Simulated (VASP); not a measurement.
Runs of VASP 6.6.1 on BPd4. The structure is that of space group P4/mmm (No. 123), or close to it. The cells are those of the table. 

```tsv
task	potentials or basis	cell	k mesh	cutoff (eV)	second run	gap on the mesh (eV)	pressure (GPa)	relaxed volume (Å³/atom)	largest force (eV/Å)
single point	VASP PAW PBE potentials, release 64 (B, Pd)	a = 6.084, b = 6.084, c = 2.558 Å, 5 atoms	6 × 6 × 14	520	-	none	(b)	-	0.02
relaxation of cell and atoms	VASP PAW PBE potentials, release 64 (B, Pd)	relaxed from a = 6.084, b = 6.084, c = 2.534 Å, 5 atoms	4 × 4 × 6	600	-	none	0.1	18.81	0.01
single point	VASP PAW PBE potentials, release 64 (B, Pd)	a = 6.083, b = 6.083, c = 2.561 Å, 5 atoms	4 × 4 × 6	520	-	none	-0.6	-	(a)
relaxation of cell and atoms	VASP PAW PBE potentials, release 64 (B, Pd)	relaxed from a = 6.083, b = 6.083, c = 2.561 Å, 5 atoms	6 × 6 × 14	600	-	none	0.0	(c)	-
single point	VASP PAW PBE potentials, release 64 (B, Pd_sv_GW)	a = 4.615, b = 4.615, c = 3.823 Å, 5 atoms	4 × 4 × 4	540	valence_matched	none	148.4	-	7.60
```

Alike in all rows: level PBE; no spin polarisation; smearing gaussian 0.1 eV.

Q: Estimate the missing entries.

A: (a) 0.03; (b) -0.3; (c) 18.87.

Caveats: some runs use coarse meshes; forces of over 1 eV/Å act on the atoms, so gaps and moduli don't describe the material at rest (some runs).

A k mesh can miss the band edges, and the runs leave out spin-orbit coupling on Pd.

A gap of «none» marks levels without a gap at the run's occupations.

The runs don't all hold the same shells in valence.
